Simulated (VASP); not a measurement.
# B2P3 (Cmmm) in VASP: a series of runs

Runs on B2P3. Level: PBE. Tasks: single point, relaxation of cell and atoms.

All numbers are computed with VASP 6.6.1; they aren't measurements. Logs are shortened: lines on timing, memory, paths and dates and some standing lists are left out, and cuts for length are marked.

### Step 1. The cell of the first run

It takes space group Cmmm (No. 65, orthorhombic). Conventional cell: a = 4.148 Å, b = 4.561 Å, c = 5.965 Å, α = 90.00°, β = 90.00°, γ = 90.00°. B (site symmetry m2m) has 3 B at 1.73 to 2.15 Å and 2 P at 2.03 Å within 2.3 Å. P (site symmetry mm2) has 6 B at 2.03 to 2.67 Å and 5 P at 2.58 to 2.90 Å within 2.9 Å. P (site symmetry mmm) has 12 P at 2.58 to 3.08 Å and 4 B at 3.11 Å within 3.4 Å.

The cell was built from a structure type or drawn by symmetry, and may not be a known phase.

### Step 2. Single point, PBE

INCAR

```
PREC = Accurate ; ENCUT = 520
EDIFF = 1E-7 ; ISMEAR = 0
SIGMA = 0.1 ; LREAL = False
LASPH = True ; NELM = 60
ALGO = Normal ; ISIF = 2
LWAVE = False ; LCHARG = True
GGA = PE ; LELF = True
LVHAR = True ; NBANDS = 18
```

KPOINTS

```
Automatic mesh
0
Gamma
  12 12 6
```

POSCAR

```
B2P3
1.0
    2.0741354804     -2.2803201443      0.0000000000
    2.0741354804      2.2803201443      0.0000000000
    0.0000000000      0.0000000000      5.9645289032
B P
2 3
Direct
    0.1897388853      0.8102611147      0.0000000000
    0.8102611147      0.1897388853      0.0000000000
    0.5000000000      0.5000000000      0.7569173615
    0.5000000000      0.5000000000      0.2430826385
    0.0000000000      0.0000000000      0.5000000000
```

Potentials or basis: VASP PAW PBE potentials, release 64 (B, P).

Command:

```
$ cat potpaw_PBE.64/B/POTCAR potpaw_PBE.64/P/POTCAR > POTCAR
$ mpirun -np 1 vasp_std > vasp.out
```

OUTCAR:

```text
PREC = Accurate
   ENCUT = 520
   EDIFF = 1E-7
   ISMEAR = 0
   LREAL = False
   LASPH = True
   NELM = 60
   ISIF = 2
   GGA = PE

 ion  position               nearest neighbor table
   1  0.190  0.810  0.000-   2 1.73   3 2.03   4 2.03   2 2.15   2 2.15
   2  0.810  0.190  0.000-   1 1.73   3 2.03   4 2.03   1 2.15   1 2.15
   3  0.500  0.500  0.757-   1 2.03   2 2.03   5 2.58   5 2.58   5 2.75   5 2.75   4 2.90
   4  0.500  0.500  0.243-   1 2.03   2 2.03   5 2.58   5 2.58   5 2.75   5 2.75   3 2.90
   5  0.000  0.000  0.500-   3 2.58   4 2.58   3 2.58   4 2.58   3 2.75   4 2.75   3 2.75   4 2.75

  LATTYP: Found a base centered orthorhombic cell.
 ALAT       =     4.1482709608
 B/A-ratio  =     1.0994075198
 C/A-ratio  =     1.4378349340

  Lattice vectors:

 A1 = (   2.0741354804,  -2.2803201443,   0.0000000000)
 A2 = (   2.0741354804,   2.2803201443,   0.0000000000)
 A3 = (   0.0000000000,   0.0000000000,   5.9645289032)

Analysis of symmetry for initial positions (statically):
=====================================================================
 Subroutine PRICEL returns:
 Original cell was already a primitive cell.

 Routine SETGRP: Setting up the symmetry group for a
 base centered orthorhombic supercell.

 Subroutine GETGRP returns: Found  8 space group operations
 (whereof  8 operations were pure point group operations)
 out of a pool of  8 trial point group operations.

The static configuration has the point symmetry D_2h.

Analysis of symmetry for dynamics (positions and initial velocities):
=====================================================================
 Subroutine PRICEL returns:
 Original cell was already a primitive cell.

 Routine SETGRP: Setting up the symmetry group for a
 base centered orthorhombic supercell.

 Subroutine GETGRP returns: Found  8 space group operations
 (whereof  8 operations were pure point group operations)
 out of a pool of  8 trial point group operations.

The dynamic configuration has the point symmetry D_2h.

 Subroutine INISYM returns: Found  8 space group operations
 (whereof  8 operations are pure point group operations),
 and found     1 'primitive' translations

----------------------------------------------------------------------------------------

                                     Primitive cell

  volume of cell :      56.4208

  direct lattice vectors                    reciprocal lattice vectors
     2.074135480 -2.280320144  0.000000000     0.241064291 -0.219267457  0.000000000
     2.074135480  2.280320144  0.000000000     0.241064291  0.219267457  0.000000000
     0.000000000  0.000000000  5.964528903     0.000000000  0.000000000  0.167657835

  length of vectors
     3.082514875  3.082514875  5.964528903     0.325868394  0.325868394  0.167657835

  position of ions in fractional coordinates (direct lattice)
     0.189738885  0.810261115  0.000000000
     0.810261115  0.189738885  0.000000000
     0.500000000  0.500000000  0.756917362
     0.500000000  0.500000000  0.243082638
     0.000000000  0.000000000  0.500000000

  ion indices of the primitive-cell ions
   primitive index   ion index
                 1           1
                 2           2
                 3           3
                 4           4
                 5           5

----------------------------------------------------------------------------------------

 KPOINTS: Automatic mesh

Automatic generation of k-mesh.
 Grid dimensions read from file:
 generate k-points for:   12   12    6

 Generating k-lattice:

  Cartesian coordinates                     Fractional coordinates (reciprocal lattice)
     0.020088691 -0.018272288  0.000000000     0.083333333  0.000000000  0.000000000
     0.020088691  0.018272288  0.000000000     0.000000000  0.083333333  0.000000000
     0.000000000  0.000000000  0.027942972     0.000000000  0.000000000  0.166666667

  Length of vectors
     0.027155700  0.027155700  0.027942972

  Shift w.r.t. Gamma in fractional coordinates (k-lattice)
     0.000000000  0.000000000  0.000000000

 Subroutine IBZKPT returns following result:
 ===========================================

 Found    172 irreducible k-points:

 Following reciprocal coordinates:
            Coordinates               Weight
  0.000000  0.000000  0.000000      1.000000
  0.083333  0.000000  0.000000      4.000000
  0.166667  0.000000  0.000000      4.000000
  0.250000  0.000000  0.000000      4.000000
  0.333333  0.000000  0.000000      4.000000
  0.416667  0.000000  0.000000      4.000000
[... 16 lines left out ...]
  0.500000  0.166667  0.000000      4.000000
 -0.416667  0.166667  0.000000      4.000000
 [... further k-points ...]
   k-points           NKPTS =    172   k-points in BZ     NKDIM =    172   number of bands    NBANDS=     18
   number of dos      NEDOS =    301   number of ions     NIONS =      5
   total plane-waves  NPLWV =  27648
   dimension x,y,z NGX =    24 NGY =   24 NGZ =   48
   dimension x,y,z NGXF=    48 NGYF=   48 NGZF=   96
   ions per type =               2   3
   NGX,Y,Z   is equivalent  to a cutoff of  12.94, 12.94, 13.38 a.u.
   NGXF,Y,Z  is equivalent  to a cutoff of  25.89, 25.89, 26.76 a.u.
 SYSTEM =  unknown system
   PREC   = accura    normal or accurate (medium, high low for compatibility)
   ISTART =      0    job   : 0-new  1-cont  2-samecut
   ICHARG =      2    charge: 1-file 2-atom 10-const
   ISPIN  =      1    spin polarized calculation?
   LNONCOLLINEAR =      F non collinear calculations
   LSORBIT =      F    spin-orbit coupling
   LASPH  =      T    aspherical Exc in radial PAW
   ENCUT  =  520.0 eV  38.22 Ry    6.18 a.u.   5.73  5.73 11.09*2*pi/ulx,y,z
   NELM   =     60;   NELMIN=  2; NELMDL= -5     # of ELM steps
   EDIFF  = 0.1E-06   stopping-criterion for ELM
   LREAL  =      F    real-space projection
   EDIFFG = 0.1E-05   stopping-criterion for IOM
   NSW    =      0    number of steps for IOM
   IBRION =     -1    ionic relax: 0-MD 1-quasi-New 2-CG
   NFREE  =      0    steps in history (QN), initial steepest desc. (CG)
   ISIF   =      2    stress and relaxation
   ISYM   =      2    0-nonsym 1-usesym 2-fastsym
   POTIM  = 0.5000    time-step for ionic-motion
   TEBEG  =    0.0;   TEEND  =   0.0 temperature during run
   PSTRESS=    0.0 pullay stress
   NELECT =      21.0000    total number of electrons
   NUPDOWN=      -1.0000    fix difference up-down
   EMIN   =  10.00;   EMAX   =-10.00  energy-range for DOS
   EFERMI =   0.00;   METHOD = LEGACY
   ISMEAR =     0;   SIGMA  =   0.10  broadening in eV -4-tet -1-fermi 0-gaus
   EFERMI_NEDOS =   21; number of points for ismear=-14 and -15
   IALGO  =     38    algorithm
   IMIX   =      4    mixing-type and parameters
     AMIX     =   0.40;   BMIX     =  1.00
     AMIX_MAG =   1.60;   BMIX_MAG =  1.00
  volume/ion in A,a.u.               =      11.28        76.15
  Fermi-wavevector in a.u.,A,eV,Ry     =   1.177610  2.225361 18.868095  1.386766
  Thomas-Fermi vector in A             =   2.313954
   LORBIT       =      0    0 simple, 1 ext, 2 COOP (PROOUT), +10 PAW based schemes
   GGA     = PE    functional components
   LHFCALC =     F    Hartree Fock is set to
   AEXX    =    0.0000 exact exchange contribution
   IVDW    =     0    specifies the selected vdW correction
   LEPSILON=     F    determine dielectric tensor
   LRPA    =     F    only Hartree local field effects (RPA)
 non-spin polarized calculation
 Gauss-broadening in eV      SIGMA  =   0.10
  energy-cutoff  :      520.00
  volume of cell :       56.42
 maximum number of plane-waves:      1540
   NGX = 11   NGY = 11   NGZ = 23

 number of electron      20.9999999 magnetization

 Free energy of the ion-electron system (eV)
  ---------------------------------------------------
  ext. energy  EPLUGINS =         0.00000000
  ---------------------------------------------------
  free energy    TOTEN  =       -26.29048062 eV

  energy without entropy =      -26.27913465  energy(sigma->0) =      -26.28480764

 E-fermi :   9.1824     XC(G=0): -11.6909

 val. band max:        9.1717872016   @ k =   0.1667   0.0833   0.0000
 cond. band min:       9.1835627740   @ k =   0.5000   0.0833   0.1667
 fundamental gap:      0.0117755724
 Fermi energy:         9.1824190127

 k-point     1 :       0.0000    0.0000    0.0000
  band No.  band energies     occupation
      1      -7.1677      2.00000
      2      -3.5208      2.00000
      3      -3.2467      2.00000
      4       5.0596      2.00000
      5       6.2089      2.00000
      6       6.3353      2.00000
[... 10 lines left out ...]
     17      15.2950      0.00000
     18      17.5444      0.00000

 k-point     2 :       0.0833    0.0000    0.0000
  band No.  band energies     occupation
      1      -7.0712      2.00000
      2      -3.4249      2.00000
      3      -3.1576      2.00000
      4       4.2335      2.00000
      5       6.0446      2.00000
      6       6.4154      2.00000
[... 10 lines left out ...]
     17      15.7988      0.00000
     18      17.0694      0.00000

 k-point     3 :       0.1667    0.0000    0.0000
  band No.  band energies     occupation
      1      -6.7832      2.00000
      2      -3.1400      2.00000
      3      -2.8952      2.00000
      4       2.6488      2.00000
      5       5.6892      2.00000
      6       6.1207      2.00000
[... 10 lines left out ...]
     17      15.7939      0.00000
     18      16.1715      0.00000

 k-point     4 :       0.2500    0.0000    0.0000
  band No.  band energies     occupation
      1      -6.3095      2.00000
      2      -2.6765      2.00000
      3      -2.4843      2.00000
      4       1.0568      2.00000
      5       4.3046      2.00000
      6       4.9039      2.00000
[... 10 lines left out ...]
     17      14.8706      0.00000
     18      15.9831      0.00000

 k-point     5 :       0.3333    0.0000    0.0000
  band No.  band energies     occupation
      1      -5.6662      2.00000
      2      -2.0672      2.00000
      3      -2.0636      2.00000
      4      -0.2347      2.00000
      5       2.8748      2.00000
      6       3.4145      2.00000
[... 10 lines left out ...]
     17      14.8166      0.00000
     18      15.2828      0.00000

 k-point     6 :       0.4167    0.0000    0.0000
  band No.  band energies     occupation
      1      -4.9112      2.00000
      2      -2.3590      2.00000
      3      -1.3976      2.00000
      4      -0.4224      2.00000
      5       1.5667      2.00000
      6       2.2060      2.00000
[... 10 lines left out ...]
     17      14.8958      0.00000
     18      15.1663      0.00000

 k-point     7 :       0.5000    0.0000    0.0000
  band No.  band energies     occupation
      1      -4.4094      2.00000
      2      -2.8963      2.00000
      3      -1.0324      2.00000
      4       0.2306      2.00000
      5       0.6004      2.00000
      6       1.6579      2.00000
[... 10 lines left out ...]
     17      14.9699      0.00000
     18      15.1770      0.00000

 k-point     8 :       0.0833    0.0833    0.0000
  band No.  band energies     occupation
      1      -6.9555      2.00000
      2      -3.3127      2.00000
      3      -3.0505      2.00000
      4       3.8298      2.00000
      5       4.8030      2.00000
      6       6.4798      2.00000
[... 10 lines left out ...]
     17      16.1871      0.00000
     18      16.2399      0.00000
[... 229 lines left out ...]
     17      16.0245      0.00000
     18      16.6197      0.00000

 k-point    20 :       0.2500    0.1667    0.0000
  band No.  band energies     occupation
      1      -5.8158      2.00000
      2      -2.2099      2.00000
      3      -2.0488      2.00000
      4       1.0293      2.00000
      5       2.9990      2.00000
      6       4.1577      2.00000
[... 10 lines left out ...]
     17      15.2852      0.00000
     18      16.7129      0.00000

 k-point    21 :       0.3333    0.1667    0.0000
  band No.  band energies     occupation
      1      -5.1447      2.00000
      2      -1.7043      2.00000
      3      -1.5843      2.00000
      4      -0.0465      2.00000
      5       2.6849      2.00000
      6       3.5576      2.00000
[... 10 lines left out ...]
     17      15.2556      0.00000
     18      17.0712      0.00000

 k-point    22 :       0.4167    0.1667    0.0000
  band No.  band energies     occupation
      1      -4.3930      2.00000
      2      -2.1621      2.00000
      3      -0.9424      2.00000
      4       0.0624      2.00000
      5       1.5809      2.00000
      6       2.4306      2.00000
[... 10 lines left out ...]
     17      15.5793      0.00000
     18      16.7074      0.00000

 k-point    23 :       0.5000    0.1667    0.0000
  band No.  band energies     occupation
      1      -4.0785      2.00000
      2      -2.4859      2.00000
      3      -0.6939      2.00000
      4       0.4244      2.00000
      5       1.0951      2.00000
      6       2.0533      2.00000
[... 10 lines left out ...]
     17      15.7195      0.00000
     18      16.6004      0.00000

 k-point    24 :      -0.4167    0.1667    0.0000
  band No.  band energies     occupation
      1      -4.6985      2.00000
      2      -1.8413      2.00000
      3      -1.1437      2.00000
      4      -0.1864      2.00000
      5       2.2194      2.00000
      6       2.7297      2.00000
[... 10 lines left out ...]
     17      15.2739      0.00000
     18      16.5924      0.00000

 [... further k-points ...]

------------------------ aborting loop because EDIFF is reached ----------------------------------------

  FORCE on cell =-STRESS in cart. coord.  units (eV):
  Direction    XX          YY          ZZ          XY          YZ          ZX
  --------------------------------------------------------------------------------------
  -------------------------------------------------------------------------------------
  Total       -0.0570139     -0.0389511     -0.0812578      0.0000000      0.0000000      0.0000000
  in kB       -1.6190200     -1.1060922     -2.3074728      0.0000000      0.0000000      0.0000000
  external PRESSURE =      -1.6775283 kB  Pullay stress =       0.0000000 kB

 VOLUME and BASIS-vectors are now :
 -----------------------------------------------------------------------------
  energy-cutoff  :      520.00
  volume of cell :       56.42
      direct lattice vectors                 reciprocal lattice vectors
     2.074135480 -2.280320144  0.000000000     0.241064291 -0.219267457  0.000000000
     2.074135480  2.280320144  0.000000000     0.241064291  0.219267457  0.000000000
     0.000000000  0.000000000  5.964528903     0.000000000  0.000000000  0.167657835

 POSITION                                       TOTAL-FORCE (eV/Angst)
 -----------------------------------------------------------------------------------
      2.07414      1.41499      0.00000        -0.000000     -0.006476      0.000000
      2.07414     -1.41499      0.00000        -0.000000      0.006476      0.000000
      2.07414      0.00000      4.51466         0.000000     -0.000000      0.007932
      2.07414      0.00000      1.44987         0.000000     -0.000000     -0.007932
      0.00000      0.00000      2.98226        -0.000000      0.000000      0.000000
 -----------------------------------------------------------------------------------
    total drift:                               -0.000000     -0.000000      0.000000

  FREE ENERGIE OF THE ION-ELECTRON SYSTEM (eV)
  ---------------------------------------------------
  free  energy   TOTEN  =       -26.2904806200 eV

  energy  without entropy=      -26.2791346506  energy(sigma->0) =      -26.28480764
```

Wall time 48 s (1 thread of Intel Xeon 6975P-C (Granite Rapids), shared host); peak memory 0.27 GiB.

Results:

```yaml
Free_energy: -26.2905 eV
Pressure: -0.2 GPa
Largest_force: 0.008 eV/Å
Band_gap_on_the_k_mesh: zero (an odd number of electrons rules out a gap without spin polarisation)
```

Forces in eV/Å, atoms in the order of the input:
```
B    0.000 -0.006  0.000
B    0.000  0.006  0.000
P    0.000  0.000  0.008
P    0.000  0.000 -0.008
P    0.000  0.000  0.000
```

Stress tensor (GPa, compression positive):
```
-0.16  0.00  0.00
 0.00 -0.11  0.00
 0.00  0.00 -0.23
```

(Continued in part 2 of 2.)
